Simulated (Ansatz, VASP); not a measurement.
## One calculation of CdF2, two programs

```
Cd F
1.0
     0.00000    2.70052    2.70052
     2.70052    0.00000    2.70052
     2.70052    2.70052    0.00000
Cd F
1 2
Direct
  0.91000 0.03000 0.03000
  0.34000 0.22000 0.22000
  0.75000 0.75000 0.75000
```

Change from the starting cell: shortest bond scaled by 0.76, PAW files.

Alike in both runs: task electric field gradients; functional PBE; k mesh 7 × 7 × 7; occupations fermi-dirac, width 0.03 eV; no spin polarisation.

```csv
,VASP,Ansatz
version,VASP 6.6.1,Ansatz 0.2.0
potentials or method,"VASP PAW PBE potentials, release 64 (Cd, F)","PAW with Ansatz's default frozen-core files, scalar-relativistic"
plane-wave cutoff (eV),520,420
valence electrons in the cell,26,34
```

|  | VASP | Ansatz | Ansatz less VASP |
| --- | --- | --- | --- |
| gap on the k mesh at the Fermi level (eV) | 2.67 | 2.74 | +0.066 |
| pressure (GPa) | 29.0 | 26.6 | -2.47 |
| traceless stress, the component that is largest in VASP (GPa) | -19.26 | -17.46 | +1.807 |
| rms of the force components (eV/Å) | 4.736 | 4.322 | -0.4138 |
| size of Vzz on the site where it differs most (V/Å²) | 217.1 | 183.6 | -33.51 |

Atom by atom the forces differ by 0.414 eV/Å (rms over components). With one functional, cell and mesh, what is left measures potentials, basis and numerics. VASP's potentials hold 26 valence electrons a cell and Ansatz's 34, so a difference there can come from the potentials and not from the codes.
